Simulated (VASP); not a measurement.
Write the native input for VASP 6.6.1 that does the following.

- Task: relaxation of cell and atoms
- Functional: r2SCAN
- Potentials or basis: VASP PAW PBE potentials, release 64 (Ge_d)
- Cutoff: 550 eV
- k mesh: 14 × 14 × 14
- Occupations: gaussian, width 0.01 eV
- Spin: no spin polarisation
- Target pressure: 7 GPa
- Dipole correction: no
- Further INCAR settings: ALGO = Normal; EDIFF = 1e-07; IBRION = 2; EDIFFG = -0.002; NSW = 100; ISIF = 3

Crystal: Ge.

```
Ge
1.0
     0.00000    2.83783    2.83783
     2.83783    0.00000    2.83783
     2.83783    2.83783    0.00000
Ge
2
Direct
  0.50000 0.50000 0.50000
  0.75000 0.75000 0.75000
```

The input as run:

POSCAR

```
Ge
1.0
    0.0000000000      2.8378310318      2.8378310318
    2.8378310318      0.0000000000      2.8378310318
    2.8378310318      2.8378310318      0.0000000000
Ge
2
Direct
    0.5000000000      0.5000000000      0.5000000000
    0.7500000000      0.7500000000      0.7500000000
```

INCAR.step1

```
ALGO = Normal
EDIFF = 1E-5
EDIFFG = -0.005
ENCUT = 550
GGA = PE
GGA_COMPAT = False
IBRION = 2
ISIF = 3
ISMEAR = 0
LASPH = True
LCHARG = False
LREAL = False
LWAVE = True
NELM = 120
NELMIN = 4
NSW = 100
PREC = Accurate
SIGMA = 0.01
```

INCAR.step2

```
ALGO = Normal
EDIFF = 1E-7
EDIFFG = -0.002
ENCUT = 550
GGA_COMPAT = False
IBRION = 2
ISIF = 3
ISMEAR = 0
ISTART = 1
LASPH = True
LCHARG = False
LMIXTAU = True
LREAL = False
LWAVE = False
METAGGA = R2SCAN
NELM = 120
NELMIN = 4
NSW = 100
PREC = Accurate
PSTRESS = 70.0
SIGMA = 0.01
```

KPOINTS

```
k-points
0
Gamma
  14 14 14
```

Potentials or basis: VASP PAW PBE potentials, release 64 (Ge_d).

Run with:

```bash
$ cat potpaw_PBE.64/Ge_d/POTCAR > POTCAR
$ cp INCAR.step1 INCAR
$ mpirun -np 1 vasp_std > vasp.out
$ cp INCAR.step2 INCAR
$ mpirun -np 1 vasp_std > vasp.out
```

Results of the run:

The relaxed volume is 21.10 Å³/atom, the relaxed cell is a = 3.908 Å, b = 3.908 Å, c = 3.908 Å, α = 60.00°, β = 60.00°, γ = 60.00° and the space group after relaxing (to 0.1 Å) is Fd-3m (No. 227). The energy change on relaxing (the run minimises the enthalpy) is +36.0 meV/atom. The ionic steps are 7, the pressure after relaxing is 7.0 GPa and the band gap on the k mesh is 0.68 eV (least direct gap 1.10 eV).

Caveat: the cell is relaxed towards a set pressure, so the run minimises the enthalpy, not the energy; the PAW data sets were made with another functional, which shifts forces and pressure a little.

Run time: 28 min on 1 thread of Oxide Virtual Turin-like Processor (shared host), peak memory 0.22 GiB.
